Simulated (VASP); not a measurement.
Input of a VASP 6.6.1 run:

INCAR

```
SYSTEM = Mg3CdTe4
ALGO = Normal
EDIFF = 1E-7
EDIFFG = -0.01
ENCUT = 520
GGA = PE
IBRION = 2
ISIF = 2
ISMEAR = 0
LASPH = .True.
LCHARG = .False.
LREAL = .False.
LWAVE = .False.
NELM = 60
NSW = 50
PREC = Accurate
SIGMA = 0.02
```

KPOINTS

```
k-points
0
Gamma
  4 4 4
  0 0 0
```

POSCAR

```
Mg3CdTe4
1.0
    6.6641676105      0.0000000000      0.0000000000
    0.0000000000      6.6641676105      0.0000000000
    0.0000000000      0.0000000000      6.6641676105
Mg Cd Te
3 1 4
Direct
    0.0000000000      0.0000000000      0.5000000000
    0.0000000000      0.5000000000      0.0000000000
    0.5000000000      0.0000000000      0.0000000000
    0.5000000000      0.5000000000      0.5000000000
    0.7531251698      0.7531251698      0.7531251698
    0.7531251698      0.2468748302      0.2468748302
    0.2468748302      0.7531251698      0.2468748302
    0.2468748302      0.2468748302      0.7531251698
```

Potentials or basis: VASP PAW PBE potentials, release 64 (Mg, Cd, Te).

The run is started by

```console
$ cat potpaw_PBE.64/Mg/POTCAR potpaw_PBE.64/Cd/POTCAR potpaw_PBE.64/Te/POTCAR > POTCAR
$ mpirun -np 1 vasp_std > vasp.out
```

Question: Estimate the band gap on the k mesh.

Answer: 1.56 eV.

Final structure:
```cif
data_structure
_symmetry_space_group_name_H-M 'P 1'
_symmetry_Int_Tables_number 1
_cell_length_a 6.6642
_cell_length_b 6.6642
_cell_length_c 6.6642
_cell_angle_alpha 90.000
_cell_angle_beta 90.000
_cell_angle_gamma 90.000
_cell_volume 295.96
loop_
_atom_site_label
_atom_site_type_symbol
_atom_site_fract_x
_atom_site_fract_y
_atom_site_fract_z
_atom_site_occupancy
Mg1 Mg 0.00000 0.00000 0.50000 1
Mg2 Mg 0.00000 0.50000 0.00000 1
Mg3 Mg 0.50000 0.00000 0.00000 1
Cd1 Cd 0.50000 0.50000 0.50000 1
Te1 Te 0.75313 0.75313 0.75313 1
Te2 Te 0.75313 0.24687 0.24687 1
Te3 Te 0.24687 0.75313 0.24687 1
Te4 Te 0.24687 0.24687 0.75313 1
```

Caveat: the relaxation stopped at its first step, so nothing moved; spin-orbit coupling is left out, which moves the levels of the heavy elements. A k mesh can miss the band edges.
